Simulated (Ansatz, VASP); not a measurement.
# Cd4SeS3: VASP beside Ansatz

INCAR

```
ALGO = Normal
EDIFF = 1E-6
EDIFFG = -0.04
ENCUT = 600
GGA = PE
IBRION = 2
ISIF = 3
ISMEAR = 0
LASPH = T
LCHARG = F
LREAL = F
LWAVE = F
NELM = 80
NSW = 90
PREC = Accurate
SIGMA = 0.1
```

File KPOINTS:

```
k-points
0
Gamma
  6 6 2
```

The input POSCAR:

```
Cd4SeS3
1.0
    4.1015982500      0.0000000000      0.0000000000
   -2.0507991300      3.5520882800      0.0000000000
    0.0000000000      0.0000000000     13.3896165800
Cd Se S
4 1 3
Direct
    0.3333333300      0.6666666700      0.0000000000
    0.3333333300      0.6666666700      0.5000000000
    0.6666666700      0.3333333300      0.2500000000
    0.6666666700      0.3333333300      0.7500000000
    0.3333333300      0.6666666700      0.6925000000
    0.3333333300      0.6666666700      0.1925000000
    0.6666666700      0.3333333300      0.4425000000
    0.6666666700      0.3333333300      0.9425000000
```

Input for Ansatz:

```yaml
crystal:
  lattice:
    - [4.10159825, 0.0, 0.0]
    - [-2.05079913, 3.55208828, 0.0]
    - [0.0, 0.0, 13.38961658]
  atoms:
    - { symbol: Cd, position: [0.33333333, 0.66666667, 0.0] }
    - { symbol: Cd, position: [0.33333333, 0.66666667, 0.5] }
    - { symbol: Cd, position: [0.66666667, 0.33333333, 0.25] }
    - { symbol: Cd, position: [0.66666667, 0.33333333, 0.75] }
    - { symbol: Se, position: [0.33333333, 0.66666667, 0.6925] }
    - { symbol: S, position: [0.33333333, 0.66666667, 0.1925] }
    - { symbol: S, position: [0.66666667, 0.33333333, 0.4425] }
    - { symbol: S, position: [0.66666667, 0.33333333, 0.9425] }
basis:
  ecutwfc: 420
kpoints:
  mp_grid: { grid: [6, 6, 2] }
hamiltonian:
  xc: pbe
scf:
  occupations: { method: gaussian, width: 0.1 }
  lower_state_search: "off"
output:
  forces: true
  stress: true
  eigenvalues: true
relax:
  adjacent_minimum: "off"
  f_tol: 0.04
  max_steps: 70
  cell: { stress_tol: 0.4 }
```

Alike in both runs: task relaxation of cell and atoms; functional PBE; k mesh 6 × 6 × 2; occupations gaussian, width 0.1 eV; no spin polarisation.

|  | VASP | Ansatz |
| --- | --- | --- |
| version | VASP 6.6.1 | Ansatz 0.2.0 |
| potentials or method | VASP PAW PBE potentials, release 64 (Cd, Se, S), cutoff 600 eV | scalar-relativistic, plane waves, PAW |
| valence electrons in the cell | 72 | 114 |

|  | VASP | Ansatz | Ansatz less VASP |
| --- | --- | --- | --- |
| gap on the k mesh at the Fermi level, each at its own relaxed structure (eV) | 0.74 | 0.74 | +0.007 |
| relaxed volume (Å³/atom) | 27.03 | 26.94 | -0.093 |
| relaxed length of the cell vector where the two differ most in proportion (Å) | 4.247 | 4.241 | -0.0057 |

VASP's potentials hold 72 valence electrons a cell and Ansatz's 114, so a difference there can come from the potentials and not from the codes.
